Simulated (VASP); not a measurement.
Runs of VASP 6.6.1 on InP. The structure is that of space group P6/mmm (No. 191), or close to it. The cells are those of the table. The cell was generated, and may not be a known phase.

```csv
task,cell,k mesh,cutoff (eV),gap on the mesh (eV),pressure (GPa),relaxed volume (Å³/atom)
single point,"a = 3.279, b = 3.279, c = 3.088 Å, angles 90.0, 90.0, 120.0°, 2 atoms",6 × 6 × 6,520,none,391.5,-
relaxation of cell and atoms,"relaxed from a = 3.279, b = 3.279, c = 3.088 Å, angles 90.0, 90.0, 120.0°, 2 atoms",6 × 6 × 6,600,none,0.0,20.87
relaxation of cell and atoms,"relaxed from a = 3.008, b = 3.008, c = 5.367 Å, angles 90.0, 90.0, 120.0°, 2 atoms",24 × 24 × 10,600,none,0.0,(a)
single point,"a = 3.008, b = 3.008, c = 5.367 Å, angles 90.0, 90.0, 120.0°, 2 atoms",6 × 6 × 6,520,none,0.0,-
single point,"a = 2.953, b = 2.953, c = 5.553 Å, angles 90.0, 90.0, 120.0°, 2 atoms",24 × 24 × 10,520,none,0.0,-
```

Alike in all rows: level PBE; potentials or basis VASP PAW PBE potentials, release 64 (In_d, P); no spin polarisation; smearing gaussian 0.1 eV.

**Question.** Fill in the values left out.

**Answer.** (a) 20.97.

Caveats: some runs use coarse meshes; spin-orbit coupling is left out, which moves the levels of the heavy elements; atoms lie so close that the PAW spheres overlap strongly, which falsifies energies and pressures (at least some runs); the volume moved by over 15 % at a fixed basis, so the end points are rough (at least some runs).

A k mesh can miss the band edges, and the runs leave out spin-orbit coupling on In.

A gap of «none» marks levels without a gap at the run's occupations.
